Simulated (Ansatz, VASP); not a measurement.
Cr: VASP beside Ansatz

Contents of INCAR:

```
SYSTEM = Cr
ALGO = Normal
EDIFF = 1E-6
ENCUT = 520
GGA = PE
ISIF = 2
ISMEAR = -1
LASPH = .True.
LCHARG = .True.
LELF = .True.
LREAL = .False.
LVHAR = .True.
LWAVE = .False.
NBANDS = 12
NELM = 60
PREC = Accurate
SIGMA = 0.08
```

KPOINTS

```
k-points
0
Gamma
  21 21 21
  0 0 0
```

Contents of POSCAR:

```
Cr
1.0
   -1.2940119024      1.2940119024      1.2940119024
    1.2940119024     -1.2940119024      1.2940119024
    1.2940119024      1.2940119024     -1.2940119024
Cr
1
Direct
    0.0000000000      0.0000000000      0.0000000000
```

Input for Ansatz:

```yaml
crystal:
  lattice:
    - [-1.2940119024, 1.2940119024, 1.2940119024]
    - [1.2940119024, -1.2940119024, 1.2940119024]
    - [1.2940119024, 1.2940119024, -1.2940119024]
  atoms:
    - { symbol: Cr, position: [0.0, 0.0, 0.0] }
kpoints:
  mp_grid: { grid: [21, 21, 21] }
scf:
  occupations: { method: fermi_dirac, width: 0.08 }
hamiltonian:
  xc: pbe
  pseudopotentials: { kind: all_electron, lapw: { basis_error: 0.001 } }
output:
  forces: true
  stress: true
  eigenvalues: true
  populations: true
```

Change from the starting cell: volume scaled by 0.75, LAPW.

Alike in both runs: task single point; functional PBE; k mesh 21 × 21 × 21; occupations fermi-dirac, width 0.08 eV; no spin polarisation.

```csv
,VASP,Ansatz
version,VASP 6.6.1,Ansatz 0.2.0
potentials or method,"VASP PAW PBE potentials, release 64 (Cr_pv), cutoff 520 eV","all-electron LAPW, scalar-relativistic"
```

```csv
,VASP,Ansatz,Ansatz less VASP
pressure (GPa),134.7,133.8,-0.86
```

Both programs put the cell under a high pressure, so it lies far from rest at this level. Ansatz ran all-electron here, and VASP with PAW potentials.

Noted on VASP's run: the cell as given lies far from equilibrium.
